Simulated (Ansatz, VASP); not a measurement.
# One calculation of SnO2, two programs

Contents of INCAR:

```
SYSTEM = SnO2
PREC = Accurate
ENCUT = 520
EDIFF = 1E-6
ISMEAR = 0
SIGMA = 0.05
LREAL = .False.
LASPH = .True.
NELM = 60
ALGO = Normal
ISIF = 2
LWAVE = .False.
LCHARG = .False.
GGA = PS
NBANDS = 35
```

Contents of KPOINTS:

```
regular mesh
0
Gamma
  6 6 8
  0 0 0
```

The input POSCAR:

```
SnO2
1.0
    4.7687243422      0.0000000000      0.0000000000
    0.0000000000      4.7687243422      0.0000000000
    0.0000000000      0.0000000000      3.2113691866
Sn O
2 4
Direct
    0.0000000000      0.0000000000     -0.0167218395
    0.5000000000      0.5000000000      0.5167218395
    0.2397944558      0.3728016790      0.0095947071
    0.2602055442      0.8728016790      0.4904052929
    0.7602055442      0.6271983210      0.0095947071
    0.7397944558      0.1271983210      0.4904052929
```

Input for Ansatz:

```yaml
crystal:
  lattice:
    - [4.7687243422, 0.0, 0.0]
    - [0.0, 4.7687243422, 0.0]
    - [0.0, 0.0, 3.2113691866]
  atoms:
    - { symbol: Sn, position: [0.0, 0.0, -0.0167218395] }
    - { symbol: Sn, position: [0.5, 0.5, 0.5167218395] }
    - { symbol: O, position: [0.2397944558, 0.372801679, 0.0095947071] }
    - { symbol: O, position: [0.2602055442, 0.872801679, 0.4904052929] }
    - { symbol: O, position: [0.7602055442, 0.627198321, 0.0095947071] }
    - { symbol: O, position: [0.7397944558, 0.127198321, 0.4904052929] }
basis:
  ecutwfc: 520.0
kpoints:
  mp_grid: { grid: [6, 6, 8] }
hamiltonian:
  xc: pbesol
  pseudopotentials: { kind: paw, azcp: { folder: soft_1 } }
scf:
  occupations: { method: gaussian, width: 0.05 }
output:
  forces: true
  stress: true
  eigenvalues: true
```

Change from the starting cell: mode 4 frozen in at -0.449 Å and mode 5 at -0.054 Å (largest displacements).

Alike in both runs: task single point; functional PBEsol; k mesh 6 × 6 × 8; occupations gaussian, width 0.05 eV; no spin polarisation.

```csv
,VASP,Ansatz
version,VASP 6.6.1,Ansatz 0.2.0
potentials or method,"VASP PAW PBE potentials, release 64 (Sn_d, O), cutoff 520 eV","scalar-relativistic, plane waves, PAW"
valence electrons in the cell,52,52
```

|  | VASP | Ansatz | Ansatz less VASP |
| --- | --- | --- | --- |
| gap on the k mesh at the Fermi level (eV) | 0.98 | 0.99 | +0.011 |
| least direct gap on the mesh (eV) | 1.02 | 1.03 | +0.008 |
| pressure (GPa) | -6.3 | -7.0 | -0.63 |
| traceless stress, the component that is largest in VASP (GPa) | 1.52 | 1.67 | +0.156 |
| rms of the force components (eV/Å) | 0.527 | 0.536 | +0.0084 |

VASP's potentials were made for PBE, not for PBEsol, and Ansatz warns of the same on its side. Atom by atom the forces differ by 0.010 eV/Å (rms over components).
